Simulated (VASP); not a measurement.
# TmI4 (R-3m) in VASP: single point with PBE

Aim: the single point of TmI4 with PBE.

All numbers are computed with VASP 6.6.1; they aren't measurements. Logs are shortened: lines on timing, memory, paths and dates and some standing lists are left out, and cuts for length are marked.

## 1. The cell of the first run

It takes space group R-3m (No. 166, trigonal). The conventional cell has a = 3.964 Å, b = 3.964 Å, c = 44.485 Å, α = 90.00°, β = 90.00°, γ = 120.00°. Within 4.0 Å of Tm (site symmetry -3m) lie 6 I at 3.00 Å and 6 Tm at 3.96 Å. I (site symmetry 3m) has 3 Tm at 3.00 Å and 9 I at 3.95 to 3.96 Å within 4.0 Å. Within 5.2 Å of I (site symmetry 3m) lie 12 I at 3.95 to 5.04 Å.

The cell was generated, and may not be a known phase.

## 2. Single point, PBE

The input, INCAR:

```
SYSTEM = TmI4
PREC = Accurate ; ENCUT = 500
EDIFF = 1E-6 ; ISMEAR = 0
SIGMA = 0.2 ; LREAL = .FALSE.
LASPH = .TRUE. ; NELM = 200
ALGO = Normal ; ISIF = 2
LWAVE = .FALSE. ; LCHARG = .FALSE.
GGA = PE ; NBANDS = 26
GGA_COMPAT = .FALSE. ; LMAXMIX = 6
```

The input, KPOINTS:

```
regular mesh
0
G
  4 4 4
  0 0 0
```

The input, POSCAR:

```
TmI4
1.0
    1.9819821985      1.1442979558     14.8282337870
   -1.9819821985      1.1442979558     14.8282337870
    0.0000000000     -2.2885959117     14.8282337870
Tm I
1 4
Direct
    0.0000000000      0.0000000000      0.0000000000
    0.6229474699      0.6229474699      0.6229474699
    0.2171564353      0.2171564353      0.2171564353
    0.7828435647      0.7828435647      0.7828435647
    0.3770525301      0.3770525301      0.3770525301
```

Potentials or basis: VASP PAW PBE potentials, release 64 (Tm_3, I), 4f in core.

Run with:

```console
> cat potpaw_PBE.64/Tm_3/POTCAR potpaw_PBE.64/I/POTCAR > POTCAR
> mpirun -np 1 vasp_std > vasp.out
```

OUTCAR:

```text
SYSTEM = TmI4
   PREC = Accurate
   ENCUT = 500
   EDIFF = 1E-6
   ISMEAR = 0
   LREAL = .FALSE.
   LASPH = .TRUE.
   NELM = 200
   ISIF = 2
   GGA = PE

 ion  position               nearest neighbor table
   1  0.000  0.000  0.000-   2 3.00   5 3.00   2 3.00   2 3.00   5 3.00   5 3.00
   2  0.623  0.623  0.623-   1 3.00   1 3.00   1 3.00
   3  0.217  0.217  0.217-
   4  0.783  0.783  0.783-
   5  0.377  0.377  0.377-   1 3.00   1 3.00   1 3.00

  LATTYP: Found a trigonal (rhomboedric) cell.
 ALAT       =    15.0038058002
 COS(alpha) =     0.9650999036

  Lattice vectors:

 A1 = (   1.9819821985,   1.1442979558,  14.8282337870)
 A2 = (  -1.9819821985,   1.1442979558,  14.8282337870)
 A3 = (   0.0000000000,  -2.2885959117,  14.8282337870)

Analysis of symmetry for initial positions (statically):
=====================================================================
 Subroutine PRICEL returns:
 Original cell was already a primitive cell.

 Routine SETGRP: Setting up the symmetry group for a
 trigonal (rhombohedral) supercell.

 Subroutine GETGRP returns: Found 12 space group operations
 (whereof 12 operations were pure point group operations)
 out of a pool of 12 trial point group operations.

The static configuration has the point symmetry D_3d.

Analysis of symmetry for dynamics (positions and initial velocities):
=====================================================================
 Subroutine PRICEL returns:
 Original cell was already a primitive cell.

 Routine SETGRP: Setting up the symmetry group for a
 trigonal (rhombohedral) supercell.

 Subroutine GETGRP returns: Found 12 space group operations
 (whereof 12 operations were pure point group operations)
 out of a pool of 12 trial point group operations.

The dynamic configuration has the point symmetry D_3d.

 Subroutine INISYM returns: Found 12 space group operations
 (whereof 12 operations are pure point group operations),
 and found     1 'primitive' translations

----------------------------------------------------------------------------------------

                                     Primitive cell

  volume of cell :     201.7807

  direct lattice vectors                    reciprocal lattice vectors
     1.981982198  1.144297956 14.828233787     0.252272700  0.145649711  0.022479638
    -1.981982198  1.144297956 14.828233787    -0.252272700  0.145649711  0.022479638
     0.000000000 -2.288595912 14.828233787     0.000000000 -0.291299422  0.022479638

  length of vectors
    15.003805800 15.003805800 15.003805800     0.292165514  0.292165514  0.292165514

  position of ions in fractional coordinates (direct lattice)
     0.000000000  0.000000000  0.000000000
     0.622947470  0.622947470  0.622947470
     0.217156435  0.217156435  0.217156435
     0.782843565  0.782843565  0.782843565
     0.377052530  0.377052530  0.377052530

  ion indices of the primitive-cell ions
   primitive index   ion index
                 1           1
                 2           2
                 3           3
                 4           4
                 5           5

----------------------------------------------------------------------------------------

 KPOINTS: regular mesh

Automatic generation of k-mesh.
 Grid dimensions read from file:
 generate k-points for:    4    4    4

 Generating k-lattice:

  Cartesian coordinates                     Fractional coordinates (reciprocal lattice)
     0.063068175  0.036412428  0.005619910     0.250000000 -0.000000000  0.000000000
    -0.063068175  0.036412428  0.005619910    -0.000000000  0.250000000  0.000000000
     0.000000000 -0.072824856  0.005619910     0.000000000  0.000000000  0.250000000

  Length of vectors
     0.073041378  0.073041378  0.073041378

  Shift w.r.t. Gamma in fractional coordinates (k-lattice)
     0.000000000  0.000000000  0.000000000

 Subroutine IBZKPT returns following result:
 ===========================================

 Found     13 irreducible k-points:

 Following reciprocal coordinates:
            Coordinates               Weight
  0.000000  0.000000  0.000000      1.000000
  0.250000 -0.000000  0.000000      6.000000
  0.500000 -0.000000  0.000000      3.000000
  0.250000  0.250000  0.000000      6.000000
  0.500000  0.250000  0.000000     12.000000
 -0.250000  0.250000  0.000000      6.000000
  0.500000  0.500000  0.000000      3.000000
  0.250000  0.250000  0.250000      2.000000
  0.500000  0.250000  0.250000      6.000000
 -0.250000  0.250000  0.250000      6.000000
  0.500000  0.500000  0.250000      6.000000
 -0.250000  0.500000  0.250000      6.000000
  0.500000  0.500000  0.500000      1.000000
   k-points           NKPTS =     13   k-points in BZ     NKDIM =     13   number of bands    NBANDS=     26
   number of dos      NEDOS =    301   number of ions     NIONS =      5
   total plane-waves  NPLWV = ******
   dimension x,y,z NGX =   112 NGY =  112 NGZ =  112
   dimension x,y,z NGXF=   224 NGYF=  224 NGZF=  224
   ions per type =               1   4
   NGX,Y,Z   is equivalent  to a cutoff of  12.41, 12.41, 12.41 a.u.
   NGXF,Y,Z  is equivalent  to a cutoff of  24.82, 24.82, 24.82 a.u.
 SYSTEM =  TmI4
   PREC   = accura    normal or accurate (medium, high low for compatibility)
   ISTART =      0    job   : 0-new  1-cont  2-samecut
   ICHARG =      2    charge: 1-file 2-atom 10-const
   ISPIN  =      1    spin polarized calculation?
   LNONCOLLINEAR =      F non collinear calculations
   LSORBIT =      F    spin-orbit coupling
   LASPH  =      T    aspherical Exc in radial PAW
   ENCUT  =  500.0 eV  36.75 Ry    6.06 a.u.  27.36 27.36 27.36*2*pi/ulx,y,z
   NELM   =    200;   NELMIN=  2; NELMDL= -5     # of ELM steps
   EDIFF  = 0.1E-05   stopping-criterion for ELM
   LREAL  =      F    real-space projection
   EDIFFG = 0.1E-04   stopping-criterion for IOM
   NSW    =      0    number of steps for IOM
   IBRION =     -1    ionic relax: 0-MD 1-quasi-New 2-CG
   NFREE  =      0    steps in history (QN), initial steepest desc. (CG)
   ISIF   =      2    stress and relaxation
   ISYM   =      2    0-nonsym 1-usesym 2-fastsym
   POTIM  = 0.5000    time-step for ionic-motion
   TEBEG  =    0.0;   TEEND  =   0.0 temperature during run
   PSTRESS=    0.0 pullay stress
   NELECT =      37.0000    total number of electrons
   NUPDOWN=      -1.0000    fix difference up-down
   EMIN   =  10.00;   EMAX   =-10.00  energy-range for DOS
   EFERMI =   0.00;   METHOD = LEGACY
   ISMEAR =     0;   SIGMA  =   0.20  broadening in eV -4-tet -1-fermi 0-gaus
   EFERMI_NEDOS =   21; number of points for ismear=-14 and -15
   IALGO  =     38    algorithm
   IMIX   =      4    mixing-type and parameters
     AMIX     =   0.40;   BMIX     =  1.00
     AMIX_MAG =   1.60;   BMIX_MAG =  1.00
  volume/ion in A,a.u.               =      40.36       272.34
  Fermi-wavevector in a.u.,A,eV,Ry     =   0.930070  1.757577 11.769446  0.865030
  Thomas-Fermi vector in A             =   2.056419
   LORBIT       =      0    0 simple, 1 ext, 2 COOP (PROOUT), +10 PAW based schemes
   GGA     = PE    functional components
   LHFCALC =     F    Hartree Fock is set to
   AEXX    =    0.0000 exact exchange contribution
   IVDW    =     0    specifies the selected vdW correction
   LEPSILON=     F    determine dielectric tensor
   LRPA    =     F    only Hartree local field effects (RPA)
 non-spin polarized calculation
 Gauss-broadening in eV      SIGMA  =   0.20
  energy-cutoff  :      500.00
  volume of cell :      201.78
 maximum number of plane-waves:      5142
 NGX is ok and might be reduce to   112
   NGX = 55   NGY = 55   NGZ = 55

 number of electron      36.9999999 magnetization

 Free energy of the ion-electron system (eV)
  ---------------------------------------------------
  ext. energy  EPLUGINS =         0.00000000
  ---------------------------------------------------
  free energy    TOTEN  =       -13.60184524 eV

  energy without entropy =      -13.49833015  energy(sigma->0) =      -13.55008770

 E-fermi :   3.0564     XC(G=0):  -8.2019

 val. band max:        2.7956757197   @ k =   0.5000  -0.0000   0.0000
 cond. band min:       3.0764537261   @ k =   0.5000   0.2500   0.2500
 fundamental gap:      0.2807780063
 Fermi energy:         3.0563821100

 k-point     1 :       0.0000    0.0000    0.0000
  band No.  band energies     occupation
      1     -23.5131      2.00000
      2     -23.4453      2.00000
      3     -23.4453      2.00000
      4     -11.5704      2.00000
      5     -11.1027      2.00000
      6      -8.7025      2.00000
[... 18 lines left out ...]
     25       5.9387      0.00000
     26       6.4715      0.00000

 k-point     2 :       0.2500   -0.0000    0.0000
  band No.  band energies     occupation
      1     -23.5195      2.00000
      2     -23.4933      2.00000
      3     -23.4616      2.00000
      4     -11.1836      2.00000
      5     -10.9457      2.00000
      6      -8.4356      2.00000
[... 18 lines left out ...]
     25       6.8285      0.00000
     26       7.7093      0.00000

 k-point     3 :       0.5000   -0.0000    0.0000
  band No.  band energies     occupation
      1     -23.5915      2.00000
      2     -23.4778      2.00000
      3     -23.4739      2.00000
      4     -10.8439      2.00000
      5     -10.6609      2.00000
      6      -8.1319      2.00000
[... 18 lines left out ...]
     25       6.5992      0.00000
     26       7.4341      0.00000

 k-point     4 :       0.2500    0.2500    0.0000
  band No.  band energies     occupation
      1     -23.5195      2.00000
      2     -23.4933      2.00000
      3     -23.4616      2.00000
      4     -11.1836      2.00000
      5     -10.9458      2.00000
      6      -8.4359      2.00000
[... 18 lines left out ...]
     25       6.8374      0.00000
     26       7.7146      0.00000
[... 177 lines left out ...]
      1     -23.5195      2.00000
      2     -23.4933      2.00000
      3     -23.4616      2.00000
      4     -11.1836      2.00000
      5     -10.9458      2.00000
      6      -8.4342      2.00000
[... 18 lines left out ...]
     25       6.8321      0.00000
     26       7.7149      0.00000

 k-point    12 :      -0.2500    0.5000    0.2500
  band No.  band energies     occupation
      1     -23.5631      2.00000
      2     -23.5067      2.00000
      3     -23.4740      2.00000
      4     -10.7584      2.00000
      5     -10.7556      2.00000
      6      -8.1351      2.00000
[... 18 lines left out ...]
     25       7.1981      0.00000
     26       7.8617      0.00000

 k-point    13 :       0.5000    0.5000    0.5000
  band No.  band energies     occupation
      1     -23.5131      2.00000
      2     -23.4453      2.00000
      3     -23.4453      2.00000
      4     -11.5704      2.00000
      5     -11.1027      2.00000
      6      -8.6943      2.00000
[... 18 lines left out ...]
     25       5.9468      0.00000
     26       6.4664      0.00000

------------------------ aborting loop because EDIFF is reached ----------------------------------------

  FORCE on cell =-STRESS in cart. coord.  units (eV):
  Direction    XX          YY          ZZ          XY          YZ          ZX
  --------------------------------------------------------------------------------------
  -------------------------------------------------------------------------------------
  Total        0.0595504      0.0595504      0.2076506      0.0000000     -0.0000000      0.0000000
  in kB        0.4728417      0.4728417      1.6487855      0.0000000     -0.0000000      0.0000000
  external PRESSURE =       0.8648230 kB  Pullay stress =       0.0000000 kB

 VOLUME and BASIS-vectors are now :
 -----------------------------------------------------------------------------
  energy-cutoff  :      500.00
  volume of cell :      201.78
      direct lattice vectors                 reciprocal lattice vectors
     1.981982198  1.144297956 14.828233787     0.252272700  0.145649711  0.022479638
    -1.981982198  1.144297956 14.828233787    -0.252272700  0.145649711  0.022479638
     0.000000000 -2.288595912 14.828233787     0.000000000 -0.291299422  0.022479638

 POSITION                                       TOTAL-FORCE (eV/Angst)
 -----------------------------------------------------------------------------------
      0.00000      0.00000      0.00000         0.000000     -0.000000      0.000000
      0.00000     -0.00000     27.71163         0.000000      0.000000     -0.051674
      0.00000     -0.00000      9.66014         0.000000     -0.000000      0.000898
      0.00000     -0.00000     34.82456         0.000000      0.000000     -0.000898
      0.00000     -0.00000     16.77307         0.000000     -0.000000      0.051674
 -----------------------------------------------------------------------------------
    total drift:                               -0.000000     -0.000000      0.000000

  FREE ENERGIE OF THE ION-ELECTRON SYSTEM (eV)
  ---------------------------------------------------
  free  energy   TOTEN  =       -13.6018452440 eV

  energy  without entropy=      -13.4983301544  energy(sigma->0) =      -13.55008770
```

Run time: 27 min. Hardware: 1 thread of Intel Xeon 6975P-C (Granite Rapids), shared host; peak memory 2.1 GiB.

Results:

```yaml
Free_energy: -13.6018 eV
Pressure: 0.1 GPa
Largest_force: 0.052 eV/Å
Band_gap_on_the_k_mesh: zero (an odd number of electrons rules out a gap without spin polarisation)
```

Forces on the atoms (eV/Å):
```
Tm   0.000  0.000  0.000
I    0.000  0.000 -0.052
I    0.000  0.000  0.001
I    0.000  0.000 -0.001
I    0.000  0.000  0.052
```

Stress tensor (GPa, compression positive):
```
0.05 0.00 0.00
0.00 0.05 0.00
0.00 0.00 0.16
```

Levels at points of the mesh, in eV from the Fermi level:
```
           k point  band 15  band 16  band 17  band 18  band 19  band 20
(0.00, 0.00, 0.00)    -0.89     0.41     0.41     0.44     0.44     0.69
(0.50, 0.00, 0.00)    -2.43    -1.09    -0.73    -0.41    -0.32    -0.26
(0.50, 0.50, 0.00)    -2.41    -0.98    -0.89    -0.37    -0.30    -0.27
(0.50, 0.50, 0.50)    -1.35     0.42     0.42     0.43     0.43     0.75
```

Caveat: the k points lie up to 0.46 Å⁻¹ apart, too coarse for converged energies and pressures of a metal; spin-orbit coupling is left out, which moves the levels of the heavy elements; the 4f electrons are frozen in the core, so they carry no moment and show no levels; an odd number of electrons without spin polarisation forces a metal; a magnetic or distorted state may lie lower; the run has no spin polarisation, though such a crystal can be magnetic.

The gap in the log of VASP goes by the Fermi energy; the results here count the filled bands.